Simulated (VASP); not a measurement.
A run of VASP 6.6.1:

The input INCAR:

```
PREC     = Accurate       # precision mode
ENCUT    = 1340           # plane-wave cutoff, eV
EDIFF    = 1E-6           # SCF threshold, eV
ISMEAR   = 0              # smearing method
SIGMA    = 0.15           # smearing width, eV
LREAL    = F              # projectors in reciprocal space
LASPH    = T              # aspherical terms in the spheres
NELM     = 120            # most SCF steps
ALGO     = Normal         # electronic algorithm
ISIF     = 2              # what is computed and relaxed
LWAVE    = F              # write WAVECAR
LCHARG   = F              # write CHGCAR
GGA      = CA             # functional
NBANDS   = 28             # bands
GGA_COMPAT= F
```

Contents of KPOINTS:

```
Automatic mesh
0
Gamma
  10 10 8
```

File POSCAR:

```
SnO
1.0
    3.6528000000      0.0000000000      0.0000000000
    0.0000000000      3.6528000000      0.0000000000
    0.0000000000      0.0000000000      4.6562290729
Sn O
2 2
Direct
    0.0000000000      0.5000000000      0.2455950842
    0.5000000000      0.0000000000      0.7544049158
    0.0000000000      0.0000000000      0.0000000000
    0.5000000000      0.5000000000      0.0000000000
```

Potentials or basis: VASP PAW LDA potentials, release 64 (Sn_d, O_h).

The run is started by

```bash
$ cat potpaw_LDA.64/Sn_d/POTCAR potpaw_LDA.64/O_h/POTCAR > POTCAR
$ mpirun -np 1 vasp_std > vasp.out
```

Hardware: 1 thread of Intel(R) Xeon(R) Platinum 8275CL CPU @ 3.00GHz (Skylake/Cascade Lake), with other jobs on the host.

Task: How long does it take, and how much memory?

Result: Wall time 11 min on 1 thread of Intel(R) Xeon(R) Platinum 8275CL CPU @ 3.00GHz (Skylake/Cascade Lake) (shared host), peak memory 0.72 GiB. Counts: scf iterations 14, k points 105.
